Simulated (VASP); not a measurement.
GaH2, 3 atoms in the cell. It takes space group Fm-3m (No. 225, cubic). Conventional cell: a = 3.804 Å, b = 3.804 Å, c = 3.804 Å, α = 90.00°, β = 90.00°, γ = 90.00°. Ga (site symmetry m-3m) has 8 H at 1.65 Å within 2.2 Å. H (site symmetry -43m) has 4 Ga at 1.65 Å and 6 H at 1.90 Å within 2.2 Å. 

| Property | Result |
| --- | --- |
| Program | VASP 6.6.1 |
| Task | relaxation of cell and atoms |
| Functional | PBEsol |
| Potentials or basis | VASP PAW PBE potentials, release 64 (Ga_d, H_h) |
| Cutoff | 1230 eV |
| k mesh | 8 × 8 × 8 |
| Occupations | gaussian, width 0.1 eV |
| Spin | no spin polarisation |
| Dipole correction | no |
| Further INCAR settings | ALGO = Normal; EDIFF = 1e-07; IBRION = 2; EDIFFG = -0.05; NSW = 80; ISIF = 3 |

Potentials or basis: VASP PAW PBE potentials, release 64 (Ga_d, H_h).

Command:

```bash
$ cat potpaw_PBE.64/Ga_d/POTCAR potpaw_PBE.64/H_h/POTCAR > POTCAR
$ mpirun -np 1 vasp_std > vasp.out
```

Hardware: 1 thread of Intel(R) Xeon(R) Platinum 8259CL CPU @ 2.50GHz (Skylake/Cascade Lake), with other jobs on the host.

Question: Estimate the wall time of this run.

Answer: Wall time 94 s on 1 thread of Intel(R) Xeon(R) Platinum 8259CL CPU @ 2.50GHz (Skylake/Cascade Lake) (shared host), peak memory 0.19 GiB. Counts: scf iterations 89, k points 29, ion steps 15.
